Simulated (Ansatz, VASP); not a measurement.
**Be3Zn2Se5: VASP beside Ansatz**

```
Be Zn Se
1.0
    -0.00187   -3.81452   -0.00146
     3.80980    0.00182    0.00384
    -1.88824    1.91189   13.55717
Be Zn Se
3 2 5
Cartesian
  0.0276 0.0008 13.5589
  1.9088 -1.9062 5.5292
  0.0060 0.0076 8.0311
  1.9061 -1.9045 10.7942
  0.0015 0.0087 2.7667
  1.9286 0.0027 12.3271
  1.9088 -0.0031 1.2317
  0.0053 -1.9022 4.3006
  1.9106 0.0018 6.7813
  0.0040 -1.8997 9.2569
```

Change from the starting cell: cell x1, atoms moved at random (sigma 0.05 Å) and cell strained at random (1.5 %), then relaxed without symmetry.

Alike in both runs: functional PBE; k mesh 4 × 4 × 4; occupations gaussian, width 0.1 eV; no spin polarisation.

Ansatz relaxed the structure, and its values are those at the end. VASP's run is a single point on that final structure, the one shown.

|  | VASP | Ansatz |
| --- | --- | --- |
| version | VASP 6.6.1 | Ansatz 0.2.0 |
| potentials or method | VASP PAW PBE potentials, release 64 (Be, Zn, Se), cutoff 520 eV | scalar-relativistic, plane waves, PAW |
| valence electrons in the cell | 60 | 110 |

|  | VASP | Ansatz | Ansatz less VASP |
| --- | --- | --- | --- |
| gap on the k mesh at the Fermi level (eV) | 2.47 | 2.47 | +0.001 |
| least direct gap on the mesh (eV) | 2.47 | 2.47 | +0.001 |
| pressure (GPa) | 0.3 | 0.1 | -0.20 |
| rms of the force components (eV/Å) | 0.011 | 0.009 | -0.0023 |

With one functional, cell and mesh, what is left measures potentials, basis and numerics. VASP's potentials hold 60 valence electrons a cell and Ansatz's 110, so a difference there can come from the potentials and not from the codes.
